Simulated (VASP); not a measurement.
A run of VASP 6.6.1 is set up as follows.

File INCAR:

```
SYSTEM = Ni
ALGO = Normal ; EDIFF = 1E-7
ENCUT = 520 ; GGA = PE
ISIF = 2 ; ISMEAR = -1
ISPIN = 2 ; LASPH = .TRUE.
LCHARG = .FALSE. ; LDAU = .TRUE.
LDAUJ = 0 ; LDAUL = 2
LDAUPRINT = 1 ; LDAUTYPE = 2
LDAUU = 6.2 ; LMAXMIX = 4
LORBIT = 11 ; LREAL = .FALSE.
LWAVE = .FALSE. ; MAGMOM = 0.2
NBANDS = 15 ; NELM = 150
PREC = Accurate ; SIGMA = 0.05
```

KPOINTS

```
k-points
0
G
  12 12 12
  0 0 0
```

POSCAR

```
Ni
1.0
    0.0000000000      1.7698700000      1.7698700000
    1.7698700000      0.0000000000      1.7698700000
    1.7698700000      1.7698700000      0.0000000000
Ni
1
Direct
    0.0000000000      0.0000000000      0.0000000000
```

Potentials or basis: VASP PAW PBE potentials, release 64 (Ni).

Run with:

```sh
$ cat potpaw_PBE.64/Ni/POTCAR > POTCAR
$ mpirun -np 1 vasp_std > vasp.out
```

Task: Predict the site moments.

Result: Ni +0.79 μB.

Task: Estimate the net moment.

Result: 0.74 μB per cell.

Task: Estimate the pressure.

Result: -11.9 GPa.

Eigenvalues of the final occupation matrices:
```
    site  spin  trace               eigenvalues
site 1 d     1   4.72  0.94 0.94 0.94 0.95 0.95
site 1 d     2   3.86  0.67 0.67 0.67 0.93 0.93
```

Caveat: the U is typed as a test and isn't derived for this compound. The state reached can hang on the start; a lower one may exist.
